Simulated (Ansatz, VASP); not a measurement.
**BP2 in VASP and in Ansatz**

```
B P
1.0
     3.11953    0.00000    0.00000
    -1.55976    2.70159    0.00000
     0.00000    0.00000    4.16130
B P
1 2
Direct
  0.33333 0.66667 0.73144
  0.00000 0.00000 0.44716
  0.66667 0.33333 0.01032
```

Alike in both runs: functional PBE; k mesh 7 × 7 × 3; occupations gaussian, width 0.2 eV; no spin polarisation.

Ansatz relaxed the structure, and its values are those at the end. VASP's run is a single point on that final structure, the one shown.

|  | VASP | Ansatz |
| --- | --- | --- |
| version | VASP 6.6.1 | Ansatz 0.2.0 |
| potentials or method | VASP PAW PBE potentials, release 64 (B, P), cutoff 500 eV | scalar-relativistic, plane waves, PAW |
| valence electrons in the cell | 13 | 13 |

VASP gave:

* gap on the k mesh at the Fermi level (eV): none
* pressure (GPa): -0.5
* rms of the force components (eV/Å): 0.013

Problem. Estimate Ansatz's values.

Solution. gap on the k mesh at the Fermi level (eV): none; pressure (GPa): -0.2; rms of the force components (eV/Å): 0.013.

A gap of «none» marks a metal or a gap that the smearing closes.

The k mesh is coarse, so the values compare programs but aren't converged.
